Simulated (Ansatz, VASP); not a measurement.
One calculation of Sr, two programs

POSCAR

```
Sr
1.0
    4.1807002141      0.0000000000      0.0000000000
   -2.0903501071      3.6205925910      0.0000000000
    0.0000000000      0.0000000000      7.0500000000
Sr
2
Direct
    0.3333333333      0.6666666667      0.2500000000
    0.6666666667      0.3333333333      0.7500000000
```

INCAR.step1

```
SYSTEM = Sr
PREC     = Accurate       ! precision mode
ENCUT    = 520            ! plane-wave cutoff, eV
ISMEAR   = 0              ! smearing method
SIGMA    = 0.15           ! smearing width, eV
LREAL    = .False.        ! projectors in reciprocal space
LASPH    = .True.         ! aspherical terms in the spheres
NELM     = 80             ! most SCF steps
NBANDS   = 17             ! bands
GGA      = PE             ! functional
ALGO     = Normal         ! electronic algorithm
EDIFF    = 1E-4           ! SCF threshold, eV
LWAVE    = .True.         ! write WAVECAR
LCHARG   = .False.        ! write CHGCAR
```

The input INCAR.step2:

```
SYSTEM = Sr
PREC     = Accurate       ! precision mode
ENCUT    = 520            ! plane-wave cutoff, eV
EDIFF    = 1E-6           ! SCF threshold, eV
ISMEAR   = 0              ! smearing method
SIGMA    = 0.15           ! smearing width, eV
LREAL    = .False.        ! projectors in reciprocal space
LASPH    = .True.         ! aspherical terms in the spheres
NELM     = 80             ! most SCF steps
ALGO     = Normal         ! electronic algorithm
ISIF     = 2              ! what is computed and relaxed
LWAVE    = .False.        ! write WAVECAR
LCHARG   = .False.        ! write CHGCAR
METAGGA  = R2SCAN         ! meta-GGA
LMIXTAU  = .True.       
NBANDS   = 17             ! bands
ISTART   = 1
```

Contents of KPOINTS:

```
Automatic mesh
0
Gamma
  12 12 8
  0 0 0
```

Input for Ansatz:

```yaml
crystal:
  lattice:
    - [4.1807002141, 0.0, 0.0]
    - [-2.0903501071, 3.620592591, 0.0]
    - [0.0, 0.0, 7.05]
  atoms:
    - { symbol: Sr, position: [0.3333333333, 0.6666666667, 0.25] }
    - { symbol: Sr, position: [0.6666666667, 0.3333333333, 0.75] }
basis:
  ecutwfc: 500
kpoints:
  mp_grid: { grid: [12, 12, 8] }
hamiltonian:
  xc: r2scan
scf:
  occupations: { method: gaussian, width: 0.15 }
output:
  forces: true
  stress: true
  eigenvalues: true
```

Change from the starting cell: strain -0.030 along x and y, +0.000 along z, atoms carried along.

Alike in both runs: task single point; functional r2SCAN; k mesh 12 × 12 × 8; occupations gaussian, width 0.15 eV; no spin polarisation.

|  | VASP | Ansatz |
| --- | --- | --- |
| version | VASP 6.6.1 | Ansatz 0.2.0 |
| potentials or method | VASP PAW PBE potentials, release 64 (Sr_sv), cutoff 520 eV | scalar-relativistic, plane waves, PAW |
| valence electrons in the cell | 20 | 20 |

```tsv
	VASP	Ansatz	Ansatz less VASP
gap on the k mesh at the Fermi level (eV)	none	none	-
pressure (GPa)	0.9	0.9	-0.02
traceless stress, the component that is largest in VASP (GPa)	-0.35	-0.35	-0.001
```

VASP's potentials were made for PBE, not for r2SCAN. A gap of «none» marks a metal or a gap that the smearing closes. With one functional, cell and mesh, what is left measures potentials, basis and numerics.
